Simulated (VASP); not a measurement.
Set up this calculation in VASP 6.6.1, as the native input.

| Property | Result |
| --- | --- |
| Task | single point |
| Functional | r2SCAN |
| Potentials or basis | VASP PAW PBE potentials, release 64 (In_d, O) |
| Cutoff | 520 eV |
| k mesh | 6 × 6 × 6 |
| Occupations | gaussian, width 0.05 eV |
| Spin | no spin polarisation |
| Dipole correction | no |
| Further INCAR settings | ALGO = Normal; EDIFF = 1e-06; NBANDS = 55 |

Crystal: In2O3.

```
CELL_PARAMETERS angstrom
2.68509 1.55024 5.09609
-2.68509 1.55024 5.09609
0.00000 -3.10047 5.09609
ATOMIC_POSITIONS crystal
In 0.35707 0.35707 0.35707
In 0.14293 0.14293 0.14293
In 0.64293 0.64293 0.64293
In 0.85707 0.85707 0.85707
O 0.54657 0.95343 0.25000
O 0.25000 0.54657 0.95343
O 0.95343 0.25000 0.54657
O 0.45343 0.04657 0.75000
O 0.75000 0.45343 0.04657
O 0.04657 0.75000 0.45343
```

This cell differs from its parent crystal: strain -0.025 along x and y, +0.050 along z.

These files were run (other wordings do the same):

POSCAR

```
In2O3
1.0
    2.6850881739      1.5502363800      5.0960908785
   -2.6850881739      1.5502363800      5.0960908785
    0.0000000000     -3.1004727600      5.0960908785
In O
4 6
Direct
    0.3570704061      0.3570704061      0.3570704061
    0.1429295939      0.1429295939      0.1429295939
    0.6429295939      0.6429295939      0.6429295939
    0.8570704061      0.8570704061      0.8570704061
    0.5465740402      0.9534259598      0.2500000000
    0.2500000000      0.5465740402      0.9534259598
    0.9534259598      0.2500000000      0.5465740402
    0.4534259598      0.0465740402      0.7500000000
    0.7500000000      0.4534259598      0.0465740402
    0.0465740402      0.7500000000      0.4534259598
```

INCAR.step1

```
SYSTEM = In2O3
PREC = Accurate
ENCUT = 520
ISMEAR = 0
SIGMA = 0.05
LREAL = .FALSE.
LASPH = .TRUE.
NELM = 100
NBANDS = 55
GGA = PE
ALGO = Normal
EDIFF = 1E-4
LWAVE = .TRUE.
LCHARG = .FALSE.
```

INCAR.step2

```
SYSTEM = In2O3
PREC = Accurate
ENCUT = 520
EDIFF = 1E-6
ISMEAR = 0
SIGMA = 0.05
LREAL = .FALSE.
LASPH = .TRUE.
NELM = 100
ALGO = Normal
ISIF = 2
LWAVE = .FALSE.
LCHARG = .TRUE.
METAGGA = R2SCAN
LMIXTAU = .TRUE.
LELF = .TRUE.
LVHAR = .TRUE.
NBANDS = 55
ISTART = 1
```

KPOINTS

```
Automatic mesh
0
G
  6 6 6
  0 0 0
```

Potentials or basis: VASP PAW PBE potentials, release 64 (In_d, O).

Launch:

```bash
$ cat potpaw_PBE.64/In_d/POTCAR potpaw_PBE.64/O/POTCAR > POTCAR
$ cp INCAR.step1 INCAR
$ mpirun -np 1 vasp_std > vasp.out
$ cp INCAR.step2 INCAR
$ mpirun -np 1 vasp_std > vasp.out
```

Results of the run:

* Pressure: 2.8 GPa
* Largest force: 0.575 eV/Å
* Band gap on the k mesh: 1.70 eV

Caveat: the cell differs from its parent crystal (strain -0.025 along x and y, +0.050 along z); the stress differs along the axes, from -7 to 8 GPa; the PAW data sets were made with another functional, which shifts forces and pressure a little; spin-orbit coupling is left out, which moves the levels of the heavy elements.

It took 58 min on 1 thread of Intel Xeon 8259CL, with other jobs on the host, peak memory 0.46 GiB.
